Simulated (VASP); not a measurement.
Si:

```xyz
2
Lattice="0.0000 2.7219 2.7219 2.7219 0.0000 2.7219 2.7219 2.7219 0.0000" Properties=species:S:1:pos:R:3 pbc="T T T"
Si    2.7219    2.7219    2.7219
Si    4.0828    4.0828    4.0828
```

| Item | Value |
| --- | --- |
| Program | VASP 6.6.1 |
| Task | relaxation of cell and atoms |
| Functional | RPBE |
| Potentials or basis | VASP PAW PBE potentials, release 64 (Si) |
| Cutoff | 600 eV |
| k mesh | 8 × 8 × 8 |
| Occupations | fermi-dirac, width 0.05 eV |
| Spin | no spin polarisation |

At the start: pressure 2.7 GPa; volume 20.16 Å³/atom.

How do energy, volume and symmetry change on relaxing?

Over 3 steps the energy falls by 4.9 meV/atom and the volume is 20.77 Å³/atom (+3.0 %); space group Fd-3m (No. 227, to 0.05 Å).

Step by step:
```csv
step,energy change (eV),largest force (eV/Å),pressure (GPa),volume (Å³)
1,0.0000,0.0000,2.70,40.33
2,-0.0058,0.0000,-1.57,42.35
3,-0.0099,0.0000,0.01,41.54
```

Final structure:
```
Si
1.0
     0.00000    2.74875    2.74875
     2.74875    0.00000    2.74875
     2.74875    2.74875    0.00000
Si
2
Cartesian
  2.7487 2.7487 2.7487
  4.1231 4.1231 4.1231
```

Caveat: the PAW data sets were made with another functional, which shifts forces and pressure a little.
